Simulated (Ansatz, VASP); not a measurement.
# One calculation of WSe2, two programs

```
Se W
1.0
     3.27025    0.00000    0.00000
    -1.63513    2.83212    0.00000
     0.00000    0.00000   35.00677
Se W
4 2
Direct
  0.33333 0.66667 0.21424
  0.33333 0.66667 0.30981
  0.33333 0.66667 0.69019
  0.33333 0.66667 0.78576
  0.00000 0.00000 0.26203
  0.00000 0.00000 0.73797
```

Alike in both runs: task relaxation of the atoms; functional PBEsol; k mesh 9 × 9 × 1; occupations gaussian, width 0.05 eV; no spin polarisation.

|  | VASP | Ansatz |
| --- | --- | --- |
| version | VASP 6.6.1 | Ansatz 0.2.0 |
| potentials or method | VASP PAW PBE potentials, release 64 (Se, W_sv), cutoff 520 eV | scalar-relativistic, plane waves, PAW |
| valence electrons in the cell | 52 | 92 |

|  | VASP | Ansatz | Ansatz less VASP |
| --- | --- | --- | --- |
| gap on the k mesh at the Fermi level, each at its own relaxed structure (eV) | 1.70 | 1.69 | -0.003 |

VASP's potentials were made for PBE, not for PBEsol. VASP's potentials hold 52 valence electrons a cell and Ansatz's 92, so a difference there can come from the potentials and not from the codes. Ansatz's warnings: xc potential rough in thin density.

Spin-orbit coupling is off throughout.
